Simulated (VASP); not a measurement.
# Hf (P6_3/mmc) in VASP: a series of runs

Aim: see how the results for Hf move with the level of theory and the settings. Levels: BLYP, PBE. Tasks: single point.

All numbers are computed with VASP 6.6.1; they aren't measurements. Logs are shortened: lines on timing, memory, paths and dates and some standing lists are left out, and cuts for length are marked.

## 1. The cell of the first run

The structure is hexagonal, space group P6_3/mmc (No. 194). Conventional cell: a = 3.197 Å, b = 3.197 Å, c = 5.058 Å, α = 90.00°, β = 90.00°, γ = 120.00°. Within 4.1 Å of Hf (site symmetry -6m2) lie 12 Hf at 3.13 to 3.20 Å.

## 2. Single point, BLYP

INCAR reads:

```
SYSTEM = Hf
PREC     = Accurate       ! precision mode
ENCUT    = 520            ! plane-wave cutoff, eV
EDIFF    = 1E-6           ! SCF threshold, eV
ISMEAR   = -1             ! smearing method
SIGMA    = 0.05           ! smearing width, eV
LREAL    = .False.        ! projectors in reciprocal space
LASPH    = .True.         ! aspherical terms in the spheres
NELM     = 100            ! most SCF steps
ALGO     = Normal         ! electronic algorithm
ISIF     = 2              ! what is computed and relaxed
LWAVE    = .False.        ! write WAVECAR
LCHARG   = .False.        ! write CHGCAR
GGA      = B5             ! functional
ALDAX    = 1.0          
AGGAX    = 1.0          
AGGAC    = 1.0          
ALDAC    = 0.0          
NBANDS   = 17             ! bands
```

KPOINTS reads:

```
Automatic mesh
0
Gamma
  10 10 5
  0 0 0
```

POSCAR reads:

```
Hf
1.0
    3.1967000000      0.0000000000      0.0000000000
   -1.5983500000      2.7684234083      0.0000000000
    0.0000000000      0.0000000000      5.0578000000
Hf
2
Direct
    0.6666666667      0.3333333333      0.7500000000
    0.3333333333      0.6666666667      0.2500000000
```

Potentials or basis: VASP PAW PBE potentials, release 64 (Hf_pv).

On the command line:

```console
cat potpaw_PBE.64/Hf_pv/POTCAR > POTCAR
mpirun -np 1 vasp_std > vasp.out
```

OUTCAR:

```text
SYSTEM = Hf
   PREC = Accurate
   ENCUT = 520
   EDIFF = 1E-6
   ISMEAR = -1
   LREAL = .False.
   LASPH = .True.
   NELM = 100
   ISIF = 2
   GGA = B5

 ion  position               nearest neighbor table
   1  0.667  0.333  0.750-   2 3.13   2 3.13   2 3.13   2 3.13   2 3.13   2 3.13
   2  0.333  0.667  0.250-   1 3.13   1 3.13   1 3.13   1 3.13   1 3.13   1 3.13

  LATTYP: Found a hexagonal cell.
 ALAT       =     3.1967000000
 C/A-ratio  =     1.5821941377

  Lattice vectors:

 A1 = (   3.1967000000,   0.0000000000,   0.0000000000)
 A2 = (  -1.5983500000,   2.7684234083,   0.0000000000)
 A3 = (   0.0000000000,   0.0000000000,   5.0578000000)

Analysis of symmetry for initial positions (statically):
=====================================================================
 Subroutine PRICEL returns:
 Original cell was already a primitive cell.

 Routine SETGRP: Setting up the symmetry group for a
 hexagonal supercell.

 Subroutine GETGRP returns: Found 24 space group operations
 (whereof 12 operations were pure point group operations)
 out of a pool of 24 trial point group operations.

The static configuration has the point symmetry D_3d.
 The point group associated with its full space group is D_6h.

Analysis of symmetry for dynamics (positions and initial velocities):
=====================================================================
 Subroutine PRICEL returns:
 Original cell was already a primitive cell.

 Routine SETGRP: Setting up the symmetry group for a
 hexagonal supercell.

 Subroutine GETGRP returns: Found 24 space group operations
 (whereof 12 operations were pure point group operations)
 out of a pool of 24 trial point group operations.

The dynamic configuration has the point symmetry D_3d.
 The point group associated with its full space group is D_6h.

 Subroutine INISYM returns: Found 24 space group operations
 (whereof 12 operations are pure point group operations),
 and found     1 'primitive' translations

----------------------------------------------------------------------------------------

                                     Primitive cell

  volume of cell :      44.7606

  direct lattice vectors                    reciprocal lattice vectors
     3.196700000  0.000000000  0.000000000     0.312822598  0.180608211  0.000000000
    -1.598350000  2.768423408  0.000000000     0.000000000  0.361216423  0.000000000
     0.000000000  0.000000000  5.057800000     0.000000000  0.000000000  0.197714421

  length of vectors
     3.196700000  3.196700000  5.057800000     0.361216423  0.361216423  0.197714421

  position of ions in fractional coordinates (direct lattice)
     0.666666667  0.333333333  0.750000000
     0.333333333  0.666666667  0.250000000

  ion indices of the primitive-cell ions
   primitive index   ion index
                 1           1
                 2           2

----------------------------------------------------------------------------------------

 KPOINTS: Automatic mesh

Automatic generation of k-mesh.
 Grid dimensions read from file:
 generate k-points for:   10   10    5

 Generating k-lattice:

  Cartesian coordinates                     Fractional coordinates (reciprocal lattice)
     0.031282260  0.018060821  0.000000000     0.100000000 -0.000000000  0.000000000
     0.000000000  0.036121642  0.000000000     0.000000000  0.100000000  0.000000000
     0.000000000  0.000000000  0.039542884     0.000000000  0.000000000  0.200000000

  Length of vectors
     0.036121642  0.036121642  0.039542884

  Shift w.r.t. Gamma in fractional coordinates (k-lattice)
     0.000000000  0.000000000  0.000000000

 Subroutine IBZKPT returns following result:
 ===========================================

 Found     42 irreducible k-points:

 Following reciprocal coordinates:
            Coordinates               Weight
  0.000000  0.000000  0.000000      1.000000
  0.100000  0.000000  0.000000      6.000000
  0.200000  0.000000  0.000000      6.000000
  0.300000  0.000000  0.000000      6.000000
  0.400000  0.000000  0.000000      6.000000
  0.500000  0.000000  0.000000      3.000000
[... 16 lines left out ...]
  0.300000  0.100000  0.200000     24.000000
  0.400000  0.100000  0.200000     24.000000
 [... further k-points ...]
   k-points           NKPTS =     42   k-points in BZ     NKDIM =     42   number of bands    NBANDS=     17
   number of dos      NEDOS =    301   number of ions     NIONS =      2
   total plane-waves  NPLWV =  23040
   dimension x,y,z NGX =    24 NGY =   24 NGZ =   40
   dimension x,y,z NGXF=    48 NGYF=   48 NGZF=   80
   ions per type =               2
   NGX,Y,Z   is equivalent  to a cutoff of  12.48, 12.48, 13.15 a.u.
   NGXF,Y,Z  is equivalent  to a cutoff of  24.96, 24.96, 26.30 a.u.
 SYSTEM =  Hf
   PREC   = accura    normal or accurate (medium, high low for compatibility)
   ISTART =      0    job   : 0-new  1-cont  2-samecut
   ICHARG =      2    charge: 1-file 2-atom 10-const
   ISPIN  =      1    spin polarized calculation?
   LNONCOLLINEAR =      F non collinear calculations
   LSORBIT =      F    spin-orbit coupling
   LASPH  =      T    aspherical Exc in radial PAW
   ENCUT  =  520.0 eV  38.22 Ry    6.18 a.u.   5.94  5.94  9.40*2*pi/ulx,y,z
   NELM   =    100;   NELMIN=  2; NELMDL= -5     # of ELM steps
   EDIFF  = 0.1E-05   stopping-criterion for ELM
   LREAL  =      F    real-space projection
   EDIFFG = 0.1E-04   stopping-criterion for IOM
   NSW    =      0    number of steps for IOM
   IBRION =     -1    ionic relax: 0-MD 1-quasi-New 2-CG
   NFREE  =      0    steps in history (QN), initial steepest desc. (CG)
   ISIF   =      2    stress and relaxation
   ISYM   =      2    0-nonsym 1-usesym 2-fastsym
   POTIM  = 0.5000    time-step for ionic-motion
   TEBEG  =    0.0;   TEEND  =   0.0 temperature during run
   PSTRESS=    0.0 pullay stress
   NELECT =      20.0000    total number of electrons
   NUPDOWN=      -1.0000    fix difference up-down
   EMIN   =  10.00;   EMAX   =-10.00  energy-range for DOS
   EFERMI =   0.00;   METHOD = LEGACY
   ISMEAR =    -1;   SIGMA  =   0.05  broadening in eV -4-tet -1-fermi 0-gaus
   EFERMI_NEDOS =   21; number of points for ismear=-14 and -15
   IALGO  =     38    algorithm
   IMIX   =      4    mixing-type and parameters
     AMIX     =   0.40;   BMIX     =  1.00
     AMIX_MAG =   1.60;   BMIX_MAG =  1.00
  volume/ion in A,a.u.               =      22.38       151.03
  Fermi-wavevector in a.u.,A,eV,Ry     =   1.251563  2.365112 21.312311  1.566411
  Thomas-Fermi vector in A             =   2.385505
   LORBIT       =      0    0 simple, 1 ext, 2 COOP (PROOUT), +10 PAW based schemes
   GGA     = B5    functional components
   LHFCALC =     F    Hartree Fock is set to
   AEXX    =    0.0000 exact exchange contribution
   IVDW    =     0    specifies the selected vdW correction
   LEPSILON=     F    determine dielectric tensor
   LRPA    =     F    only Hartree local field effects (RPA)
 non-spin polarized calculation
  energy-cutoff  :      520.00
  volume of cell :       44.76
 maximum number of plane-waves:      1220
 NGX is ok and might be reduce to    24
   NGX = 11   NGY = 11   NGZ = 19

 number of electron      20.0000004 magnetization

 Free energy of the ion-electron system (eV)
  ---------------------------------------------------
  ext. energy  EPLUGINS =         0.00000000
  ---------------------------------------------------
  free energy    TOTEN  =       -17.23379044 eV

  energy without entropy =      -17.22342375  energy(sigma->0) =      -17.22860710

 E-fermi :   5.4147     XC(G=0): -10.7024

 val. band max:        5.3808785724   @ k =   0.1000   0.1000   0.2000
 cond. band min:       5.4191342888   @ k =   0.0000   0.0000   0.4000
 fundamental gap:      0.0382557165
 Fermi energy:         5.4146663261

 k-point     1 :       0.0000    0.0000    0.0000
  band No.  band energies     occupation
      1     -25.5778      2.00000
      2     -24.8228      2.00000
      3     -24.8228      2.00000
      4     -24.7000      2.00000
      5     -24.6934      2.00000
      6     -24.6934      2.00000
[... 9 lines left out ...]
     16       7.9519      0.00000
     17      10.6144      0.00000

 k-point     2 :       0.1000    0.0000    0.0000
  band No.  band energies     occupation
      1     -25.5518      2.00000
      2     -24.8780      2.00000
      3     -24.8413      2.00000
      4     -24.7514      2.00000
      5     -24.7121      2.00000
      6     -24.7008      2.00000
[... 9 lines left out ...]
     16       7.6848      0.00000
     17      10.8254      0.00000

 k-point     3 :       0.2000    0.0000    0.0000
  band No.  band energies     occupation
      1     -25.4789      2.00000
      2     -25.0227      2.00000
      3     -24.8982      2.00000
      4     -24.8877      2.00000
      5     -24.7485      2.00000
      6     -24.7222      2.00000
[... 9 lines left out ...]
     16       8.3652      0.00000
     17      11.2109      0.00000

 k-point     4 :       0.3000    0.0000    0.0000
  band No.  band energies     occupation
      1     -25.3740      2.00000
      2     -25.2013      2.00000
      3     -25.0699      2.00000
      4     -24.9421      2.00000
      5     -24.8081      2.00000
      6     -24.7506      2.00000
[... 9 lines left out ...]
     16       9.5209      0.00000
     17      11.5076      0.00000
[... 343 lines left out ...]
      1     -25.3942      2.00000
      2     -25.0992      2.00000
      3     -25.0455      2.00000
      4     -24.9157      2.00000
      5     -24.7907      2.00000
      6     -24.7717      2.00000
[... 9 lines left out ...]
     16       9.3151      0.00000
     17      11.0749      0.00000

 k-point    23 :       0.3000    0.1000    0.2000
  band No.  band energies     occupation
      1     -25.3836      2.00000
      2     -25.2350      2.00000
      3     -25.1169      2.00000
      4     -24.9733      2.00000
      5     -24.8466      2.00000
      6     -24.8038      2.00000
[... 9 lines left out ...]
     16      10.2091      0.00000
     17      11.3838      0.00000

 k-point    24 :       0.4000    0.1000    0.2000
  band No.  band energies     occupation
      1     -25.4297      2.00000
      2     -25.3011      2.00000
      3     -25.1157      2.00000
      4     -24.9944      2.00000
      5     -24.8992      2.00000
      6     -24.8264      2.00000
[... 9 lines left out ...]
     16      11.2164      0.00000
     17      12.0173      0.00000

 [... further k-points ...]
[... 5 lines left out ...]
  --------------------------------------------------------------------------------------
  -------------------------------------------------------------------------------------
  Total        0.9704579      0.9704579      0.9021010      0.0000000     -0.0000000     -0.0000000
  in kB       34.7369160     34.7369160     32.2901213      0.0000000     -0.0000000     -0.0000000
  external PRESSURE =      33.9213178 kB  Pullay stress =       0.0000000 kB

 VOLUME and BASIS-vectors are now :
 -----------------------------------------------------------------------------
  energy-cutoff  :      520.00
  volume of cell :       44.76
      direct lattice vectors                 reciprocal lattice vectors
     3.196700000  0.000000000  0.000000000     0.312822598  0.180608211  0.000000000
    -1.598350000  2.768423408  0.000000000     0.000000000  0.361216423  0.000000000
     0.000000000  0.000000000  5.057800000     0.000000000  0.000000000  0.197714421

 POSITION                                       TOTAL-FORCE (eV/Angst)
 -----------------------------------------------------------------------------------
      1.59835      0.92281      3.79335         0.000000      0.000000      0.000000
     -0.00000      1.84562      1.26445        -0.000000     -0.000000      0.000000
 -----------------------------------------------------------------------------------
    total drift:                               -0.000000      0.000000     -0.000000

  FREE ENERGIE OF THE ION-ELECTRON SYSTEM (eV)
  ---------------------------------------------------
  free  energy   TOTEN  =       -17.2337904442 eV

  energy  without entropy=      -17.2234237547  energy(sigma->0) =      -17.22860710
```

It took 19 s on 1 thread of Intel Xeon Platinum 8488C (Sapphire Rapids), shared host; peak memory 0.17 GiB.

What came out:

* Free energy: -17.2338 eV
* Pressure: 3.4 GPa
* Band gap on the k mesh: zero (band 10 reaches 6.52 eV, above the bottom of band 11 at 5.09 eV)

Stress tensor (GPa, compression positive):
```
3.47 0.00 0.00
0.00 3.47 0.00
0.00 0.00 3.23
```

Caveat: the PAW data sets were made with another functional, which shifts forces and pressure a little; spin-orbit coupling is left out, which moves the levels of the heavy elements.

## 3. Single point, PBE

This run uses another cell than the first one, of 22.51 Å³/atom, 1.006 times its volume.

INCAR reads:

```
ALGO = Normal
EDIFF = 1E-6
ENCUT = 520
GGA = PE
ISIF = 2
ISMEAR = -1
LASPH = T
LCHARG = T
LELF = T
LREAL = F
LVHAR = T
LWAVE = F
NBANDS = 17
NELM = 100
PREC = Accurate
SIGMA = 0.05
```

KPOINTS reads:

```
k-points
0
Gamma
  10 10 5
```

POSCAR reads:

```
Hf
1.0
    3.2057668497      0.0000000000      0.0000000000
   -1.6028834248      2.7762755304      0.0000000000
    0.0000000000      0.0000000000      5.0589063025
Hf
2
Direct
    0.6666666667      0.3333333333      0.7500000000
    0.3333333333      0.6666666667      0.2500000000
```

Potentials or basis: VASP PAW PBE potentials, release 64 (Hf_pv).

On the command line:

```console
cat potpaw_PBE.64/Hf_pv/POTCAR > POTCAR
mpirun -np 1 vasp_std > vasp.out
```

OUTCAR:

```text
EDIFF = 1E-6
   ENCUT = 520
   GGA = PE
   ISIF = 2
   ISMEAR = -1
   LASPH = T
   LREAL = F
   NELM = 100
   PREC = Accurate

 ion  position               nearest neighbor table
   1  0.667  0.333  0.750-   2 3.13   2 3.13   2 3.13   2 3.13   2 3.13   2 3.13
   2  0.333  0.667  0.250-   1 3.13   1 3.13   1 3.13   1 3.13   1 3.13   1 3.13

  LATTYP: Found a hexagonal cell.
 ALAT       =     3.2057668497
 C/A-ratio  =     1.5780643258

  Lattice vectors:

 A1 = (   3.2057668497,   0.0000000000,   0.0000000000)
 A2 = (  -1.6028834248,   2.7762755304,   0.0000000000)
 A3 = (   0.0000000000,   0.0000000000,   5.0589063025)

Analysis of symmetry for initial positions (statically):
=====================================================================
 Subroutine PRICEL returns:
 Original cell was already a primitive cell.

 Routine SETGRP: Setting up the symmetry group for a
 hexagonal supercell.

 Subroutine GETGRP returns: Found 24 space group operations
 (whereof 12 operations were pure point group operations)
[... 157 lines left out ...]

 Free energy of the ion-electron system (eV)
  ---------------------------------------------------
  ext. energy  EPLUGINS =         0.00000000
  ---------------------------------------------------
  free energy    TOTEN  =       -19.85499125 eV

  energy without entropy =      -19.84390813  energy(sigma->0) =      -19.84944969

 E-fermi :   4.8653     XC(G=0): -11.2543

 val. band max:        4.8586229358   @ k =   0.1000   0.1000   0.4000
 cond. band min:       4.8717553194   @ k =   0.1000   0.1000   0.2000
 fundamental gap:      0.0131323836
 Fermi energy:         4.8653284866

 k-point     1 :       0.0000    0.0000    0.0000
  band No.  band energies     occupation
      1     -26.2075      2.00000
      2     -25.4766      2.00000
      3     -25.4766      2.00000
      4     -25.3541      2.00000
      5     -25.3496      2.00000
      6     -25.3496      2.00000
[... 457 lines left out ...]
      4     -25.6405      2.00000
      5     -25.5473      2.00000
      6     -25.4765      2.00000
[... 9 lines left out ...]
     16      10.7652      0.00000
     17      11.5648      0.00000

 [... further k-points ...]
[... 5 lines left out ...]
  --------------------------------------------------------------------------------------
  -------------------------------------------------------------------------------------
  Total       -0.1198965     -0.1198965     -0.1549878     -0.0000000     -0.0000000      0.0000000
  in kB       -4.2664442     -4.2664442     -5.5151450     -0.0000000     -0.0000000      0.0000000
  external PRESSURE =      -4.6826778 kB  Pullay stress =       0.0000000 kB

 VOLUME and BASIS-vectors are now :
 -----------------------------------------------------------------------------
  energy-cutoff  :      520.00
  volume of cell :       45.02
      direct lattice vectors                 reciprocal lattice vectors
     3.205766850  0.000000000  0.000000000     0.311937844  0.180097398  0.000000000
    -1.602883425  2.776275530  0.000000000     0.000000000  0.360194797  0.000000000
     0.000000000  0.000000000  5.058906302     0.000000000  0.000000000  0.197671184

 POSITION                                       TOTAL-FORCE (eV/Angst)
 -----------------------------------------------------------------------------------
      1.60288      0.92543      3.79418         0.000000      0.000000      0.000000
     -0.00000      1.85085      1.26473        -0.000000      0.000000      0.000000
 -----------------------------------------------------------------------------------
    total drift:                               -0.000000      0.000000     -0.000000

  FREE ENERGIE OF THE ION-ELECTRON SYSTEM (eV)
  ---------------------------------------------------
  free  energy   TOTEN  =       -19.8549912457 eV

  energy  without entropy=      -19.8439081343  energy(sigma->0) =      -19.84944969
```

stdout:

```text
POSCAR found type information on POSCAR Hf
 POSCAR found :  1 types and       2 ions
 scaLAPACK will be used
 LDA part: xc-table for (Slater+PW92), standard interpolation
 POSCAR, INCAR and KPOINTS ok, starting setup
 FFT: planning ... GRIDC
 FFT: planning ... GRID_SOFT
 FFT: planning ... GRID
 WAVECAR not read
 entering main loop
```

It took 14 s on 1 thread of Intel Xeon Platinum 8488C (Sapphire Rapids), shared host; peak memory 0.17 GiB.

Results:

```
Free energy            : -19.8550 eV
Pressure               : -0.5 GPa
Band gap on the k mesh : zero (band 10 reaches 6.05 eV, above the bottom of band 11 at 4.56 eV)
```

Levels at points of the mesh, in eV from the Fermi level:
```tsv
k point	band 8	band 9	band 10	band 11	band 12	band 13
(0.00, 0.00, 0.00)	-3.67	0.65	1.18	1.18	1.49	2.01
(0.50, 0.00, 0.00)	-2.71	-2.19	-0.81	0.79	0.89	1.70
```

Caveat: spin-orbit coupling is left out, which moves the levels of the heavy elements.
